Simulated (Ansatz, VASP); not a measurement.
# As in VASP and in Ansatz

```xyz
2
Lattice="1.7223 0.9944 4.1520 -1.7223 0.9944 4.1520 0.0000 -1.9888 4.1520" Properties=species:S:1:pos:R:3 pbc="T T T"
As    0.0000    0.0000    2.8343
As    0.0000    0.0000    9.6218
```

Alike in both runs: task single point; functional PBEsol; k mesh 18 × 18 × 18; occupations gaussian, width 0.15 eV; no spin polarisation.

|  | VASP | Ansatz |
| --- | --- | --- |
| version | VASP 6.6.1 | Ansatz 0.2.0 |
| potentials or method | VASP PAW PBE potentials, release 64 (As), cutoff 520 eV | scalar-relativistic, plane waves, PAW |
| valence electrons in the cell | 10 | 30 |

```tsv
	VASP	Ansatz	Ansatz less VASP
gap on the k mesh at the Fermi level (eV)	none	none	-
pressure (GPa)	2.4	2.0	-0.43
traceless stress, the component that is largest in VASP (GPa)	-8.15	-8.20	-0.049
rms of the force components (eV/Å)	0.481	0.530	+0.0486
```

VASP's potentials were made for PBE, not for PBEsol. Atom by atom the forces differ by 0.049 eV/Å (rms over components). A gap of «none» marks a metal or a gap that the smearing closes. With one functional, cell and mesh, what is left measures potentials, basis and numerics. VASP's potentials hold 10 valence electrons a cell and Ansatz's 30, so a difference there can come from the potentials and not from the codes.
